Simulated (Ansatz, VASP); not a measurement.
Ba: VASP beside Ansatz

File INCAR:

```
SYSTEM = Ba
ALGO     = Fast           ! electronic algorithm
EDIFF    = 1E-7           ! SCF threshold, eV
ENCUT    = 520            ! plane-wave cutoff, eV
GGA      = PS             ! functional
ISIF     = 2              ! what is computed and relaxed
ISMEAR   = 0              ! smearing method
LASPH    = .True.         ! aspherical terms in the spheres
LCHARG   = .True.         ! write CHGCAR
LELF     = .True.         ! ELF
LREAL    = .False.        ! projectors in reciprocal space
LVHAR    = .True.       
LWAVE    = .False.        ! write WAVECAR
NBANDS   = 11             ! bands
NELM     = 80             ! most SCF steps
PREC     = Accurate       ! precision mode
SIGMA    = 0.15           ! smearing width, eV
```

File KPOINTS:

```
k-points
0
Gamma
  12 12 14
  0 0 0
```

Contents of POSCAR:

```
Ba
1.0
    4.1196395000      0.0000000000      0.0000000000
    0.0000000000      4.1196395000      0.0000000000
    0.0000000000      0.0000000000      3.7137051700
Ba
1
Direct
    0.5000000000      0.5000000000      0.5000000000
```

Input for Ansatz:

```yaml
crystal:
  lattice:
    - [4.1196395, 0.0, 0.0]
    - [0.0, 4.1196395, 0.0]
    - [0.0, 0.0, 3.71370517]
  atoms:
    - { symbol: Ba, position: [0.5, 0.5, 0.5] }
basis:
  ecutwfc: 420
kpoints:
  mp_grid: { grid: [12, 12, 14] }
hamiltonian:
  xc: pbesol
scf:
  occupations: { method: gaussian, width: 0.15 }
output:
  forces: true
  stress: true
  eigenvalues: true
```

Change from the starting cell: strain +0.030 along x and y, +0.030 along z, atoms carried along.

Alike in both runs: task single point; functional PBEsol; k mesh 12 × 12 × 14; occupations gaussian, width 0.15 eV; no spin polarisation.

|  | VASP | Ansatz |
| --- | --- | --- |
| version | VASP 6.6.1 | Ansatz 0.2.0 |
| potentials or method | VASP PAW PBE potentials, release 64 (Ba_sv), cutoff 520 eV | scalar-relativistic, plane waves, PAW |
| valence electrons in the cell | 10 | 10 |

Ansatz gave:

```
gap on the k mesh at the Fermi level (eV)                     : none
pressure (GPa)                                                : -0.7
traceless stress, the component that is largest in VASP (GPa) : 2.11
```

Q: What did VASP give for the same quantities?

A: gap on the k mesh at the Fermi level (eV): none; pressure (GPa): -0.6; traceless stress, the component that is largest in VASP (GPa): 2.18.

VASP's potentials were made for PBE, not for PBEsol. A gap of «none» marks a metal or a gap that the smearing closes. The functional is the same, so the differences come from potentials, cutoffs and numerics.

Spin-orbit coupling is off throughout.
